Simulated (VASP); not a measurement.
# AgCl (zincblende type): electric field gradients with PBE

The system is AgCl (zincblende type).

```
CELL_PARAMETERS angstrom
0.00000 3.08897 3.08897
3.08897 0.00000 3.08897
3.08897 3.08897 0.00000
ATOMIC_POSITIONS crystal
Ag 0.00000 0.00000 0.00000
Cl 0.25000 0.25000 0.25000
```

This cell differs from its parent crystal: volume scaled by 1.06.

```
Program                : VASP 6.6.1
Task                   : electric field gradients
Functional             : PBE
Potentials or basis    : VASP PAW PBE potentials, release 64 (Ag, Cl)
Cutoff                 : 520 eV
k mesh                 : 11 × 11 × 11
Occupations            : fermi-dirac, width 0.03 eV
Spin                   : no spin polarisation
Dipole correction      : no
Further INCAR settings : ALGO = Normal; EDIFF = 1e-08; NBANDS = 16
```

```yaml
Pressure: -1.6 GPa
Band_gap_on_the_k_mesh: 1.36 eV, direct
```

Levels at points of the mesh, in eV from the valence-band top:
| k point | band 7 | band 8 | band 9 | band 10 | band 11 | band 12 |
| --- | --- | --- | --- | --- | --- | --- |
| (0.00, 0.00, 0.00) | 0.00 | 0.00 | 0.00 | 1.36 | 8.16 | 8.16 |

Run time: 21 s on 1 thread of Intel(R) Xeon(R) 6975P-C (Granite Rapids), with other jobs on the host, peak memory 0.2 GiB.

Caveat: without QUAD_EFG the Cq values of the log hold for a quadrupole moment of 1 mb, not for the nuclei. A k mesh can miss the band edges.
